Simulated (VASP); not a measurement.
Runs of VASP 6.6.1 on Ta3Cu. The structure is that of space group Fm-3m (No. 225), or close to it. The cells are those of the table. The cell was built from a structure type or drawn by symmetry, and may not be a known phase.

| task | cell | k mesh | cutoff (eV) | gap on the mesh (eV) | pressure (GPa) | relaxed volume (Å³/atom) |
| --- | --- | --- | --- | --- | --- | --- |
| single point | a = 4.567 Å, angles 60.0°, 4 atoms | 6 × 6 × 6 | 520 | none | 0.4 | - |
| single point | a = 4.436 Å, angles 60.0°, 4 atoms | 6 × 6 × 6 | 520 | none | 19.2 | - |
| single point | a = 4.569 Å, angles 60.0°, 4 atoms | 12 × 12 × 12 | 520 | none | (a) | - |
| relaxation of cell and atoms | relaxed from a = 4.567 Å, angles 60.0°, 4 atoms | 12 × 12 × 12 | 600 | none | 0.0 | 16.88 |
| relaxation of cell and atoms | relaxed from a = 4.436 Å, angles 60.0°, 4 atoms | 6 × 6 × 6 | 600 | none | -0.3 | (b) |

Alike in all rows: level PBE; potentials or basis VASP PAW PBE potentials, release 64 (Ta_pv, Cu); no spin polarisation; smearing gaussian 0.1 eV.

Task: Fill in the values left out.

Result: (a) 0.3; (b) 16.91.

Caveats: spin-orbit coupling is left out, which moves the levels of the heavy elements; the cell stands under pressure (at least some runs).

A k mesh can miss the band edges, and the runs leave out spin-orbit coupling on Ta.

A gap of «none» marks levels without a gap at the run's occupations.
